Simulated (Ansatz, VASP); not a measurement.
## Al: VASP beside Ansatz

File INCAR:

```
SYSTEM = Al
ALGO = Fast
EDIFF = 1E-7
EDIFFG = -0.04
ENCUT = 600
GGA = PE
IBRION = 2
ISIF = 3
ISMEAR = 0
LASPH = .TRUE.
LCHARG = .FALSE.
LREAL = .FALSE.
LWAVE = .FALSE.
NELM = 100
NSW = 90
PREC = Accurate
SIGMA = 0.1
```

Contents of KPOINTS:

```
k-points
0
G
  4 4 4
  0 0 0
```

File POSCAR:

```
Al
1.0
   -3.2343108200      3.2343108200      3.2343108200
    3.2343108200     -3.2343108200      3.2343108200
    3.2343108200      3.2343108200     -3.2343108200
Al
8
Direct
    0.2500000000      0.2500000000      0.2500000000
    0.5000000000      0.0000000000      0.2500000000
    0.0000000000      0.2500000000      0.5000000000
    0.2500000000      0.5000000000      0.0000000000
    0.7500000000      0.7500000000      0.7500000000
    0.5000000000      0.0000000000      0.7500000000
    0.0000000000      0.7500000000      0.5000000000
    0.7500000000      0.5000000000      0.0000000000
```

Input for Ansatz:

```yaml
crystal:
  lattice:
    - [-3.23431082, 3.23431082, 3.23431082]
    - [3.23431082, -3.23431082, 3.23431082]
    - [3.23431082, 3.23431082, -3.23431082]
  atoms:
    - { symbol: Al, position: [0.25, 0.25, 0.25] }
    - { symbol: Al, position: [0.5, 0.0, 0.25] }
    - { symbol: Al, position: [0.0, 0.25, 0.5] }
    - { symbol: Al, position: [0.25, 0.5, 0.0] }
    - { symbol: Al, position: [0.75, 0.75, 0.75] }
    - { symbol: Al, position: [0.5, 0.0, 0.75] }
    - { symbol: Al, position: [0.0, 0.75, 0.5] }
    - { symbol: Al, position: [0.75, 0.5, 0.0] }
basis:
  ecutwfc: 420
kpoints:
  mp_grid: { grid: [4, 4, 4] }
hamiltonian:
  xc: pbe
scf:
  occupations: { method: gaussian, width: 0.1 }
  lower_state_search: "off"
output:
  forces: true
  stress: true
  eigenvalues: true
relax:
  adjacent_minimum: "off"
  f_tol: 0.04
  max_steps: 70
  cell: { stress_tol: 0.4 }
```

Alike in both runs: task relaxation of cell and atoms; functional PBE; k mesh 4 × 4 × 4; occupations gaussian, width 0.1 eV; no spin polarisation.

```csv
,VASP,Ansatz
version,VASP 6.6.1,Ansatz 0.2.0
potentials or method,"VASP PAW PBE potentials, release 64 (Al), cutoff 600 eV","scalar-relativistic, plane waves, PAW"
valence electrons in the cell,24,24
```

|  | VASP | Ansatz | Ansatz less VASP |
| --- | --- | --- | --- |
| gap on the k mesh at the Fermi level, each at its own relaxed structure (eV) | none | none | - |
| relaxed volume (Å³/atom) | 23.77 | 23.57 | -0.209 |
| relaxed cell length with the largest relative difference (Å) | 6.275 | 6.256 | -0.0184 |

A gap of «none» marks a metal or a gap that the smearing closes.

Noted on VASP's run: the volume moved by over 15 % at a fixed basis, so the end points are rough.
